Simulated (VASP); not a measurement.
# Ti16C (a cell with a defect) in VASP: single point with PBE

Aim: the single point of Ti16C (a cell with a defect) with PBE.

All numbers are computed with VASP 6.6.1; they aren't measurements. Logs are shortened: lines on timing, memory, paths and dates and some standing lists are left out, and cuts for length are marked.

## 1. The cell of the first run

The cell holds a defect, 17 atoms: a = 7.122 Å, b = 7.122 Å, c = 7.122 Å, α = 109.47°, β = 109.47°, γ = 109.47°.

## 2. Single point, PBE

File INCAR:

```
SYSTEM = Ti16C
PREC = Accurate ; ENCUT = 640
EDIFF = 1E-6 ; ISMEAR = 0
SIGMA = 0.1 ; LREAL = .False.
LASPH = .True. ; NELM = 120
ALGO = Normal ; ISIF = 2
LWAVE = .False. ; LCHARG = .False.
GGA = PE ; NBANDS = 112
GGA_COMPAT = .False. ; KPAR = 8
```

File KPOINTS:

```
Automatic mesh
0
Gamma
  4 4 4
  0.5 0.5 0.5
```

File POSCAR:

```
Ti16C
1.0
    4.1120350460      4.1120350460     -4.1120350460
   -4.1120350460     -4.1120350460     -4.1120350460
   -4.1120350460      4.1120350460      4.1120350460
Ti C
16 1
Direct
    0.1929767113      0.7032994533     -0.0001208647
    0.5422447705      0.5483083132      0.0001156362
    0.7983724514      0.2924356156      0.0001274308
    0.7424346986      0.7537370099      0.5083863529
    0.0366966717      0.7866524638      0.3442637244
    0.2683744150      0.4781595920      0.2401810755
    0.5137194786      0.2637372950      0.2136726682
    0.7281147817      0.0183316774      0.2401227103
   -0.0466923306     -0.0569350692     -0.0001156362
    0.4875093421      0.7780021241      0.7597171389
    0.6921327197      0.4421606284      0.6561775301
    0.0036601099      0.4923513485      0.5082800795
    0.2341536464      0.2462631006      0.4915725370
    0.4963398846     -0.0157966796      0.4916350365
    0.0280745419      0.2376024253      0.7597928921
    0.3013772952      0.0513928013      0.7858357149
   -0.1324371008      0.6177449782      0.0002806396
```

Potentials or basis: VASP PAW PBE potentials, release 64 (Ti_sv, C).

Launch:

```
cat potpaw_PBE.64/Ti_sv/POTCAR potpaw_PBE.64/C/POTCAR > POTCAR
mpirun -np 8 vasp_std > vasp.out
```

OUTCAR:

```text
SYSTEM = Ti16C
   PREC = Accurate
   ENCUT = 640
   EDIFF = 1E-6
   ISMEAR = 0
   LREAL = .False.
   LASPH = .True.
   NELM = 120
   ISIF = 2
   GGA = PE

 ion  position               nearest neighbor table
   1  0.193  0.703  1.000-  17 2.19   6 2.75  15 2.75   9 2.79  12 2.89  14 2.89
   2  0.542  0.548  0.000-  17 2.20   8 2.76  10 2.76  16 2.90   7 2.91
   3  0.798  0.292  0.000-  17 2.20   6 2.76  15 2.76  16 2.90   7 2.91
   4  0.742  0.754  0.508-   5 2.70  11 2.73   6 2.77  14 2.77  15 2.83   7 2.88   9 2.89
   5  0.037  0.787  0.344-  17 2.00  16 2.59  12 2.70   4 2.70  13 2.73  14 2.73
   6  0.268  0.478  0.240-   7 2.69   1 2.75   3 2.76   4 2.77  15 2.79  13 2.83
   7  0.514  0.264  0.214-  16 2.49  11 2.60   6 2.69   8 2.69  12 2.88   4 2.88   2 2.91   3 2.91

   8  0.728  0.018  0.240-   7 2.69   9 2.75   2 2.76  12 2.77  10 2.79  14 2.83
   9  0.953  0.943  1.000-  17 2.19   8 2.75  10 2.76   1 2.79   4 2.89  13 2.89
  10  0.488  0.778  0.760-  16 2.69   9 2.76   2 2.76  14 2.77   8 2.79  12 2.83
  11  0.692  0.442  0.656-  17 2.00   7 2.60  14 2.70  13 2.70   4 2.73  12 2.73
  12  0.004  0.492  0.508-   5 2.70  11 2.73   8 2.77  13 2.77  10 2.83   7 2.88   1 2.89
  13  0.234  0.246  0.492-  11 2.70   5 2.73  12 2.77  15 2.77   6 2.83  16 2.87   9 2.89
  14  0.496  0.984  0.492-  11 2.70   5 2.73   4 2.77  10 2.77   8 2.83  16 2.87   1 2.89
  15  0.028  0.238  0.760-  16 2.69   1 2.75   3 2.76  13 2.77   6 2.79   4 2.83
  16  0.301  0.051  0.786-   7 2.49   5 2.59  15 2.69  10 2.69  13 2.87  14 2.87   2 2.90   3 2.90

  17  0.868  0.618  0.000-   5 2.00  11 2.00   9 2.19   1 2.19   2 2.20   3 2.20

  LATTYP: Found a body centered cubic cell.
 ALAT       =     8.2240700920

  Lattice vectors:

 A1 = (   4.1120350460,   4.1120350460,  -4.1120350460)
 A2 = (  -4.1120350460,  -4.1120350460,  -4.1120350460)
 A3 = (  -4.1120350460,   4.1120350460,   4.1120350460)

Analysis of symmetry for initial positions (statically):
=====================================================================
 Subroutine PRICEL returns:
 Original cell was already a primitive cell.

 Routine SETGRP: Setting up the symmetry group for a
 body centered cubic supercell.

 Subroutine GETGRP returns: Found  1 space group operations
 (whereof  1 operations were pure point group operations)
 out of a pool of 48 trial point group operations.

The static configuration has the point symmetry C_1 .

Analysis of symmetry for dynamics (positions and initial velocities):
=====================================================================
 Subroutine PRICEL returns:
 Original cell was already a primitive cell.

 Routine SETGRP: Setting up the symmetry group for a
 body centered cubic supercell.

 Subroutine GETGRP returns: Found  1 space group operations
 (whereof  1 operations were pure point group operations)
 out of a pool of 48 trial point group operations.

The dynamic configuration has the point symmetry C_1 .

 Subroutine INISYM returns: Found  1 space group operations
 (whereof  1 operations are pure point group operations),
 and found     1 'primitive' translations

----------------------------------------------------------------------------------------

                                     Primitive cell

  volume of cell :     278.1188

  direct lattice vectors                    reciprocal lattice vectors
     4.112035046  4.112035046 -4.112035046     0.000000000  0.121594294 -0.121594294
    -4.112035046 -4.112035046 -4.112035046    -0.121594294  0.000000000 -0.121594294
    -4.112035046  4.112035046  4.112035046    -0.121594294  0.121594294  0.000000000

  length of vectors
     7.122253622  7.122253622  7.122253622     0.171960300  0.171960300  0.171960300

  position of ions in fractional coordinates (direct lattice)
     0.192976711  0.703299453  0.999879135
     0.542244770  0.548308313  0.000115636
     0.798372451  0.292435616  0.000127431
     0.742434699  0.753737010  0.508386353
     0.036696672  0.786652464  0.344263724
     0.268374415  0.478159592  0.240181075
[... 9 lines left out ...]
     0.301377295  0.051392801  0.785835715
     0.867562899  0.617744978  0.000280640

  ion indices of the primitive-cell ions
   primitive index   ion index
                 1           1
                 2           2
                 3           3
                 4           4
                 5           5
                 6           6
[... 9 lines left out ...]
                16          16
                17          17

----------------------------------------------------------------------------------------

 KPOINTS: Automatic mesh

Automatic generation of k-mesh.
 Grid dimensions read from file:
 generate k-points for:    4    4    4

 Generating k-lattice:

  Cartesian coordinates                     Fractional coordinates (reciprocal lattice)
     0.000000000  0.030398574 -0.030398574     0.250000000  0.000000000  0.000000000
    -0.030398574  0.000000000 -0.030398574     0.000000000  0.250000000  0.000000000
    -0.030398574  0.030398574  0.000000000     0.000000000  0.000000000  0.250000000

  Length of vectors
     0.042990075  0.042990075  0.042990075

  Shift w.r.t. Gamma in fractional coordinates (k-lattice)
     0.500000000  0.500000000  0.500000000

 Subroutine IBZKPT returns following result:
 ===========================================

 Found     32 irreducible k-points:

 Following reciprocal coordinates:
            Coordinates               Weight
  0.125000  0.125000  0.125000      2.000000
  0.375000 -0.125000 -0.125000      2.000000
  0.125000  0.125000 -0.375000      2.000000
 -0.125000  0.375000 -0.125000      2.000000
  0.375000  0.125000  0.125000      2.000000
  0.125000  0.375000  0.125000      2.000000
[... 16 lines left out ...]
  0.375000  0.125000 -0.125000      2.000000
 -0.125000  0.125000  0.375000      2.000000
 [... further k-points ...]
   k-points           NKPTS =     32   k-points in BZ     NKDIM =     32   number of bands    NBANDS=    112
   number of dos      NEDOS =    301   number of ions     NIONS =     17
   total plane-waves  NPLWV = 216000
   dimension x,y,z NGX =    60 NGY =   60 NGZ =   60
   dimension x,y,z NGXF=   120 NGYF=  120 NGZF=  120
   ions per type =              16   1
   NGX,Y,Z   is equivalent  to a cutoff of  14.01, 14.01, 14.01 a.u.
   NGXF,Y,Z  is equivalent  to a cutoff of  28.01, 28.01, 28.01 a.u.
 SYSTEM =  Ti16C
   PREC   = accura    normal or accurate (medium, high low for compatibility)
   ISTART =      0    job   : 0-new  1-cont  2-samecut
   ICHARG =      2    charge: 1-file 2-atom 10-const
   ISPIN  =      1    spin polarized calculation?
   LNONCOLLINEAR =      F non collinear calculations
   LSORBIT =      F    spin-orbit coupling
   LASPH  =      T    aspherical Exc in radial PAW
   ENCUT  =  640.0 eV  47.04 Ry    6.86 a.u.  14.69 14.69 14.69*2*pi/ulx,y,z
   NELM   =    120;   NELMIN=  2; NELMDL= -5     # of ELM steps
   EDIFF  = 0.1E-05   stopping-criterion for ELM
   LREAL  =      F    real-space projection
   EDIFFG = 0.1E-04   stopping-criterion for IOM
   NSW    =      0    number of steps for IOM
   IBRION =     -1    ionic relax: 0-MD 1-quasi-New 2-CG
   NFREE  =      0    steps in history (QN), initial steepest desc. (CG)
   ISIF   =      2    stress and relaxation
   ISYM   =      2    0-nonsym 1-usesym 2-fastsym
   POTIM  = 0.5000    time-step for ionic-motion
   TEBEG  =    0.0;   TEEND  =   0.0 temperature during run
   PSTRESS=    0.0 pullay stress
   NELECT =     196.0000    total number of electrons
   NUPDOWN=      -1.0000    fix difference up-down
   EMIN   =  10.00;   EMAX   =-10.00  energy-range for DOS
   EFERMI =   0.00;   METHOD = LEGACY
   ISMEAR =     0;   SIGMA  =   0.10  broadening in eV -4-tet -1-fermi 0-gaus
   EFERMI_NEDOS =   21; number of points for ismear=-14 and -15
   IALGO  =     38    algorithm
   IMIX   =      4    mixing-type and parameters
     AMIX     =   0.40;   BMIX     =  1.00
     AMIX_MAG =   1.60;   BMIX_MAG =  1.00
  volume/ion in A,a.u.               =      16.36       110.40
  Fermi-wavevector in a.u.,A,eV,Ry     =   1.456856  2.753059 28.877417  2.122430
  Thomas-Fermi vector in A             =   2.573726
   LORBIT       =      0    0 simple, 1 ext, 2 COOP (PROOUT), +10 PAW based schemes
   GGA     = PE    functional components
   LHFCALC =     F    Hartree Fock is set to
   AEXX    =    0.0000 exact exchange contribution
   IVDW    =     0    specifies the selected vdW correction
   LEPSILON=     F    determine dielectric tensor
   LRPA    =     F    only Hartree local field effects (RPA)
 non-spin polarized calculation
 Gauss-broadening in eV      SIGMA  =   0.10
  energy-cutoff  :      640.00
  volume of cell :      278.12
 maximum number of plane-waves:     10228
   NGX = 29   NGY = 29   NGZ = 29

 number of electron     196.0000003 magnetization

 Free energy of the ion-electron system (eV)
  ---------------------------------------------------
  ext. energy  EPLUGINS =         0.00000000
  ---------------------------------------------------
  free energy    TOTEN  =      -134.05805314 eV

  energy without entropy =     -133.95080556  energy(sigma->0) =     -134.00442935

 E-fermi :   8.2859     XC(G=0): -11.6052

 val. band max:        8.2845120519   @ k =  -0.3750  -0.3750   0.1250
 cond. band min:       8.2860995689   @ k =   0.1250   0.3750  -0.1250
 fundamental gap:      0.0015875170
 Fermi energy:         8.2858709764

 k-point     1 :       0.1250    0.1250    0.1250
  band No.  band energies     occupation
      1     -48.3420      2.00000
      2     -48.3024      2.00000
      3     -48.2616      2.00000
      4     -48.2327      2.00000
      5     -48.2051      2.00000
      6     -48.1748      2.00000
[... 102 lines left out ...]
    109       9.2203      0.00000
    110       9.2676      0.00000

 k-point     2 :       0.3750   -0.1250   -0.1250
  band No.  band energies     occupation
      1     -48.3401      2.00000
      2     -48.3074      2.00000
      3     -48.2572      2.00000
      4     -48.2363      2.00000
      5     -48.1926      2.00000
      6     -48.1792      2.00000
[... 2478 lines left out ...]
 k-point    24 :      -0.1250    0.1250    0.3750
  band No.  band energies     occupation
      1     -48.3402      2.00000
      2     -48.3028      2.00000
      3     -48.2578      2.00000
      4     -48.2325      2.00000
      5     -48.2130      2.00000
      6     -48.1763      2.00000
[... 102 lines left out ...]
    109       9.2294      0.00000
    110       9.3874      0.00000

 [... further k-points ...]

 [bands above 110 left out]

------------------------ aborting loop because EDIFF is reached ----------------------------------------

  FORCE on cell =-STRESS in cart. coord.  units (eV):
  Direction    XX          YY          ZZ          XY          YZ          ZX
  --------------------------------------------------------------------------------------
  -------------------------------------------------------------------------------------
  Total        8.1000958      8.0973065     -3.7688726     -2.1792957     -0.0133697      0.0163474
  in kB       46.6627491     46.6466807    -21.7115899    -12.5544108     -0.0770199      0.0941734
  external PRESSURE =      23.8659466 kB  Pullay stress =       0.0000000 kB

 VOLUME and BASIS-vectors are now :
 -----------------------------------------------------------------------------
  energy-cutoff  :      640.00
  volume of cell :      278.12
      direct lattice vectors                 reciprocal lattice vectors
     4.112035046  4.112035046 -4.112035046     0.000000000  0.121594294 -0.121594294
    -4.112035046 -4.112035046 -4.112035046    -0.121594294  0.000000000 -0.121594294
    -4.112035046  4.112035046  4.112035046    -0.121594294  0.121594294  0.000000000

 POSITION                                       TOTAL-FORCE (eV/Angst)
 -----------------------------------------------------------------------------------
     -6.21000      2.01307      0.42602         0.004952      0.004714     -0.010649
     -0.02541     -0.02446     -4.48392        -0.006696     -0.002092      0.009503
      2.07991      2.08095     -4.48492         0.002734      0.006007      0.013023
     -2.13698      2.04403     -4.06181         0.004608     -0.001101      0.001001
     -4.49947     -1.66822     -1.97002        -0.012540      0.011074     -0.000771
     -1.85028      0.12499     -2.08214         0.002483     -0.000183      0.000251
[... 9 lines left out ...]
     -2.20344      4.25933      1.78078         0.014432     -0.014260     -0.001924
      1.02611      1.02841     -6.10648         0.000419      0.003048      0.001434
 -----------------------------------------------------------------------------------
    total drift:                                0.000310     -0.000204      0.000595

  FREE ENERGIE OF THE ION-ELECTRON SYSTEM (eV)
  ---------------------------------------------------
  free  energy   TOTEN  =      -134.0580531399 eV

  energy  without entropy=     -133.9508055598  energy(sigma->0) =     -134.00442935
```

It took 6.1 min on 8 MPI ranks of Intel Xeon 6975P-C (Granite Rapids), shared host; peak memory 1.1 GiB.

What came out:

| Property | Result |
| --- | --- |
| Free energy | -134.0581 eV |
| Pressure | 2.4 GPa |
| Largest force | 0.020 eV/Å |
| Band gap on the k mesh | zero (bands 98 and 99 overlap by 0.18 eV) |

Forces in eV/Å, atoms in the order of the input:
```
Ti   0.005  0.005 -0.011
Ti  -0.007 -0.002  0.010
Ti   0.003  0.006  0.013
Ti   0.005 -0.001  0.001
Ti  -0.013  0.011 -0.001
Ti   0.002  0.000  0.000
Ti  -0.013  0.013 -0.006
Ti  -0.001 -0.002  0.001
Ti  -0.007 -0.007 -0.011
Ti  -0.002  0.000 -0.002
Ti   0.013 -0.014 -0.001
Ti   0.001 -0.002  0.002
Ti  -0.001  0.002  0.004
Ti  -0.001  0.001  0.004
Ti   0.002  0.001 -0.001
Ti   0.014 -0.014 -0.002
C    0.000  0.003  0.001
```

Levels at points of the mesh, in eV from the Fermi level:
| k point | band 95 | band 96 | band 97 | band 98 | band 99 | band 100 | band 101 | band 102 |
| --- | --- | --- | --- | --- | --- | --- | --- | --- |
| (0.12, 0.12, 0.12) | -0.32 | -0.28 | -0.21 | -0.09 | -0.08 | 0.14 | 0.16 | 0.35 |
